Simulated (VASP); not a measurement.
# NbN (Fm-3m) in VASP: a series of runs, part 2 of 3

VASP 6.6.1. Earlier steps stand in the parts before.

### Step 3. Electric field gradients, PBEsol (volume scaled by 1.04)

The input, INCAR:

```
  PREC = Accurate
  ENCUT = 520
  EDIFF = 1E-8
  ISMEAR = -1
  SIGMA = 0.08
  LREAL = False
  LASPH = True
  NELM = 120
  ALGO = Normal
  ISIF = 2
  LWAVE = False
  LCHARG = False
  GGA = PS
  LEFG = True
  NBANDS = 16
  GGA_COMPAT = False
```

The input, KPOINTS:

```
Automatic mesh
0
Gamma
  14 14 14
```

The input, POSCAR:

```
NbN
1.0
    0.0000000000      2.2233783117      2.2233783117
    2.2233783117      0.0000000000      2.2233783117
    2.2233783117      2.2233783117      0.0000000000
Nb N
1 1
Direct
    0.5000000000      0.5000000000      0.5000000000
    0.0000000000      0.0000000000      0.0000000000
```

Potentials or basis: VASP PAW PBE potentials, release 64 (Nb_sv, N).

On the command line:

```bash
$ cat potpaw_PBE.64/Nb_sv/POTCAR potpaw_PBE.64/N/POTCAR > POTCAR
$ mpirun -np 1 vasp_std > vasp.out
```

OUTCAR:

```text
PREC = Accurate
   ENCUT = 520
   EDIFF = 1E-8
   ISMEAR = -1
   LREAL = False
   LASPH = True
   NELM = 120
   ISIF = 2
   GGA = PS

 ion  position               nearest neighbor table
   1  0.500  0.500  0.500-   2 2.22   2 2.22   2 2.22   2 2.22   2 2.22   2 2.22
   2  0.000  0.000  0.000-   1 2.22   1 2.22   1 2.22   1 2.22   1 2.22   1 2.22

  LATTYP: Found a face centered cubic cell.
 ALAT       =     4.4467566234

  Lattice vectors:

 A1 = (   0.0000000000,   2.2233783117,   2.2233783117)
 A2 = (   2.2233783117,   0.0000000000,   2.2233783117)
 A3 = (   2.2233783117,   2.2233783117,   0.0000000000)

Analysis of symmetry for initial positions (statically):
=====================================================================
 Subroutine PRICEL returns:
 Original cell was already a primitive cell.

 Routine SETGRP: Setting up the symmetry group for a
 face centered cubic supercell.

 Subroutine GETGRP returns: Found 48 space group operations
 (whereof 48 operations were pure point group operations)
 out of a pool of 48 trial point group operations.

The static configuration has the point symmetry O_h .

Analysis of symmetry for dynamics (positions and initial velocities):
=====================================================================
 Subroutine PRICEL returns:
 Original cell was already a primitive cell.

 Routine SETGRP: Setting up the symmetry group for a
 face centered cubic supercell.

 Subroutine GETGRP returns: Found 48 space group operations
 (whereof 48 operations were pure point group operations)
 out of a pool of 48 trial point group operations.

The dynamic configuration has the point symmetry O_h .

 Subroutine INISYM returns: Found 48 space group operations
 (whereof 48 operations are pure point group operations),
 and found     1 'primitive' translations

----------------------------------------------------------------------------------------

                                     Primitive cell

  volume of cell :      21.9821

  direct lattice vectors                    reciprocal lattice vectors
     0.000000000  2.223378312  2.223378312    -0.224883007  0.224883007  0.224883007
     2.223378312  0.000000000  2.223378312     0.224883007 -0.224883007  0.224883007
     2.223378312  2.223378312  0.000000000     0.224883007  0.224883007 -0.224883007

  length of vectors
     3.144331763  3.144331763  3.144331763     0.389508794  0.389508794  0.389508794

  position of ions in fractional coordinates (direct lattice)
     0.500000000  0.500000000  0.500000000
     0.000000000  0.000000000  0.000000000

  ion indices of the primitive-cell ions
   primitive index   ion index
                 1           1
                 2           2

----------------------------------------------------------------------------------------

 KPOINTS: Automatic mesh

Automatic generation of k-mesh.
 Grid dimensions read from file:
 generate k-points for:   14   14   14

 Generating k-lattice:

[... 62 lines left out ...]
   LREAL  =      F    real-space projection
   EDIFFG = 0.1E-06   stopping-criterion for IOM
   NSW    =      0    number of steps for IOM
   IBRION =     -1    ionic relax: 0-MD 1-quasi-New 2-CG
   NFREE  =      0    steps in history (QN), initial steepest desc. (CG)
   ISIF   =      2    stress and relaxation
   ISYM   =      2    0-nonsym 1-usesym 2-fastsym
   POTIM  = 0.5000    time-step for ionic-motion
   TEBEG  =    0.0;   TEEND  =   0.0 temperature during run
   PSTRESS=    0.0 pullay stress
   NELECT =      18.0000    total number of electrons
   NUPDOWN=      -1.0000    fix difference up-down
   EMIN   =  10.00;   EMAX   =-10.00  energy-range for DOS
   EFERMI =   0.00;   METHOD = LEGACY
   ISMEAR =    -1;   SIGMA  =   0.08  broadening in eV -4-tet -1-fermi 0-gaus
   EFERMI_NEDOS =   21; number of points for ismear=-14 and -15
   IALGO  =     38    algorithm
   IMIX   =      4    mixing-type and parameters
     AMIX     =   0.40;   BMIX     =  1.00
     AMIX_MAG =   1.60;   BMIX_MAG =  1.00
  volume/ion in A,a.u.               =      10.99        74.17
  Fermi-wavevector in a.u.,A,eV,Ry     =   1.531589  2.894284 31.916078  2.345766
  Thomas-Fermi vector in A             =   2.638913
   LORBIT       =      0    0 simple, 1 ext, 2 COOP (PROOUT), +10 PAW based schemes
   GGA     = PS    functional components
   LHFCALC =     F    Hartree Fock is set to
   AEXX    =    0.0000 exact exchange contribution
   IVDW    =     0    specifies the selected vdW correction
   LEPSILON=     F    determine dielectric tensor
   LRPA    =     F    only Hartree local field effects (RPA)
 non-spin polarized calculation
  energy-cutoff  :      520.00
  volume of cell :       21.98
 maximum number of plane-waves:       609
   NGX = 11   NGY = 11   NGZ = 11

 number of electron      18.0000003 magnetization

 Free energy of the ion-electron system (eV)
  ---------------------------------------------------
  ext. energy  EPLUGINS =         0.00000000
  ---------------------------------------------------
  free energy    TOTEN  =       -21.86572033 eV

  energy without entropy =      -21.84351339  energy(sigma->0) =      -21.85461686

 E-fermi :  13.2700     XC(G=0): -13.3477

 val. band max:       13.2503316111   @ k =  -0.2857   0.3571   0.1429
 cond. band min:      13.2905880661   @ k =   0.2143   0.1429   0.0000
 fundamental gap:      0.0402564550
 Fermi energy:        13.2700204772

 k-point     1 :       0.0000    0.0000    0.0000
  band No.  band energies     occupation
      1     -43.0229      2.00000
      2     -18.7355      2.00000
      3     -18.7355      2.00000
      4     -18.7355      2.00000
      5      -4.0494      2.00000
      6      10.0678      2.00000
[... 433 lines left out ...]
      3     -18.8447      2.00000
      4     -18.8294      2.00000
      5      -2.9514      2.00000
      6       6.2470      2.00000
[... 8 lines left out ...]
     15      25.7355      0.00000
     16      28.9730      0.00000

 [... further k-points ...]
[... 5 lines left out ...]
  --------------------------------------------------------------------------------------
  -------------------------------------------------------------------------------------
  Total       -1.9207780     -1.9207780     -1.9207780     -0.0000000     -0.0000000     -0.0000000
  in kB     -139.9966553   -139.9966553   -139.9966553     -0.0000000     -0.0000000     -0.0000000
  external PRESSURE =    -139.9966553 kB  Pullay stress =       0.0000000 kB

 VOLUME and BASIS-vectors are now :
 -----------------------------------------------------------------------------
  energy-cutoff  :      520.00
  volume of cell :       21.98
      direct lattice vectors                 reciprocal lattice vectors
     0.000000000  2.223378312  2.223378312    -0.224883007  0.224883007  0.224883007
     2.223378312  0.000000000  2.223378312     0.224883007 -0.224883007  0.224883007
     2.223378312  2.223378312  0.000000000     0.224883007  0.224883007 -0.224883007

 POSITION                                       TOTAL-FORCE (eV/Angst)
 -----------------------------------------------------------------------------------
      2.22338      2.22338      2.22338        -0.000000      0.000000     -0.000000
      0.00000      0.00000      0.00000         0.000000     -0.000000      0.000000
 -----------------------------------------------------------------------------------
    total drift:                                0.000000     -0.000000      0.000000

  FREE ENERGIE OF THE ION-ELECTRON SYSTEM (eV)
  ---------------------------------------------------
  free  energy   TOTEN  =       -21.8657203328 eV

  energy  without entropy=      -21.8435133869  energy(sigma->0) =      -21.85461686

 Electric field gradients (V/A^2)
---------------------------------------------------------------------
 ion       V_xx      V_yy      V_zz      V_xy      V_xz      V_yz
---------------------------------------------------------------------
   1      -0.000    -0.000    -0.000     0.000     0.000     0.000
   2      -0.000    -0.000    -0.000     0.001     0.001     0.001
---------------------------------------------------------------------

 Electric field gradients after diagonalization (V/A^2)
 (convention: |V_zz| > |V_xx| > |V_yy|)
----------------------------------------------------------------------
 ion       V_xx      V_yy      V_zz     asymmetry (V_yy - V_xx)/ V_zz
----------------------------------------------------------------------
   1      -0.000    -0.000     0.000       0.000
   2      -0.001    -0.001     0.001       0.000
----------------------------------------------------------------------

           NMR quadrupolar parameters

 Cq : quadrupolar parameter    Cq=e*Q*V_zz/h
 eta: asymmetry parameters     (V_yy - V_xx)/ V_zz
 Q  : nuclear electric quadrupole moment in mb (millibarn)
----------------------------------------------------------------------
 ion       Cq(MHz)       eta       Q (mb)
----------------------------------------------------------------------
   1       0.000       0.000       1.000
   2       0.000       0.000       1.000
----------------------------------------------------------------------
```

It took 33 s on 1 thread of Intel Xeon Platinum 8375C at 2.90GHz (Ice Lake), shared host; peak memory 0.16 GiB.

Results:

* Free energy: -21.8657 eV
* Pressure: -14.0 GPa
* Band gap on the k mesh: zero (band 9 reaches 14.70 eV, above the bottom of band 10 at 11.35 eV)

Levels at points of the mesh, in eV from the Fermi level:
| k point | band 5 | band 6 | band 7 | band 8 | band 9 | band 10 | band 11 | band 12 | band 13 | band 14 |
| --- | --- | --- | --- | --- | --- | --- | --- | --- | --- | --- |
| (0.00, 0.00, 0.00) | -17.32 | -3.20 | -3.20 | -3.20 | -1.92 | -1.92 | -1.92 | -0.15 | -0.15 | 2.90 |
| (0.50, 0.00, 0.00) | -14.90 | -8.90 | -6.82 | -6.82 | 1.43 | 1.43 | 1.91 | 4.37 | 6.51 | 6.51 |
| (0.50, 0.50, 0.00) | -16.57 | -5.68 | -4.84 | -3.90 | -3.90 | 1.51 | 2.68 | 2.68 | 3.78 | 9.01 |

Caveat: without QUAD_EFG the Cq values of the log hold for a quadrupole moment of 1 mb, not for the nuclei; the PAW data sets were made with another functional, which shifts forces and pressure a little.

[end of part 2 of 3]
